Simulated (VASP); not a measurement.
Write the native input for VASP 6.6.1 that does the following.

```yaml
Task: single point
Functional: PBE
Potentials_or_basis: VASP PAW PBE potentials, release 64 (Sn_d, H)
Cutoff: 520 eV
k_mesh: 6 × 6 × 6
Occupations: gaussian, width 0.1 eV
Spin: no spin polarisation
Dipole_correction: no
Further_INCAR_settings: ALGO = Normal; EDIFF = 1e-06; NBANDS = 18
```

The structure of SnH5 lies in POSCAR:

```
SnH5
1.0
   -2.0157792300      2.0157792300      2.9777216024
    2.0157792300     -2.0157792300      2.9777216024
    2.0157792300      2.0157792300     -2.9777216024
Sn H
1 5
Direct
    0.5000000000      0.5000000000      0.0000000000
    0.7500000000      0.2500000000      0.5000000000
    0.2500000000      0.7500000000      0.5000000000
    0.0000000000      0.0000000000      0.0000000000
    0.8424652111      0.8424652111      0.0000000000
    0.1575347889      0.1575347889      0.0000000000
```

One way to write it, as run:

INCAR

```
PREC = Accurate
ENCUT = 520
EDIFF = 1E-6
ISMEAR = 0
SIGMA = 0.1
LREAL = F
LASPH = T
NELM = 100
ALGO = Normal
ISIF = 2
LWAVE = F
LCHARG = F
GGA = PE
NBANDS = 18
```

KPOINTS

```
Automatic mesh
0
Gamma
  6 6 6
```

Potentials or basis: VASP PAW PBE potentials, release 64 (Sn_d, H).

The run is started by

```bash
$ cat potpaw_PBE.64/Sn_d/POTCAR potpaw_PBE.64/H/POTCAR > POTCAR
$ mpirun -np 1 vasp_std > vasp.out
```

Results of the run:

| Property | Result |
| --- | --- |
| Pressure | -0.4 GPa |
| Largest force | 0.021 eV/Å |

Caveat: the k points lie up to 0.37 Å⁻¹ apart.

Wall time 41 s on 1 thread of AMD EPYC 7R13, with other jobs on the host, peak memory 0.15 GiB.
